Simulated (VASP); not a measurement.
Si6O11 (a cell with a defect), 17 atoms in the cell. The cell holds a defect, 17 atoms: a = 4.915 Å, b = 5.421 Å, c = 8.513 Å, α = 90.00°, β = 90.00°, γ = 90.00°.  This cell differs from its parent crystal: atoms taken out, atom 14 moved 0.000 of the way to it and +0.500 Å across, host rigid.

* Program: VASP 6.6.1
* Task: single point
* Functional: PBE
* Dispersion: D3(BJ)
* Potentials or basis: VASP PAW PBE potentials, release 64 (Si, O)
* Cutoff: 520 eV
* k mesh: 4 × 4 × 2
* Occupations: gaussian, width 0.05 eV
* Spin: no spin polarisation
* Dipole correction: no
* Charge: 2
* Further INCAR settings: LREAL = Auto; ALGO = Normal; EDIFF = 1e-07; NBANDS = 59; NELECT = 88.0

Potentials or basis: VASP PAW PBE potentials, release 64 (Si, O).

Launch:

```console
$ cat potpaw_PBE.64/Si/POTCAR potpaw_PBE.64/O/POTCAR > POTCAR
$ mpirun -np 1 vasp_std > vasp.out
```

Hardware: 1 thread of AMD EPYC 7R13 Processor (Zen 3), on a shared host.

Estimate the wall time of this run.

Wall time 7 min on 1 thread of AMD EPYC 7R13 Processor (Zen 3), on a shared host, peak memory 0.35 GiB. Counts: scf iterations 21, k points 20.
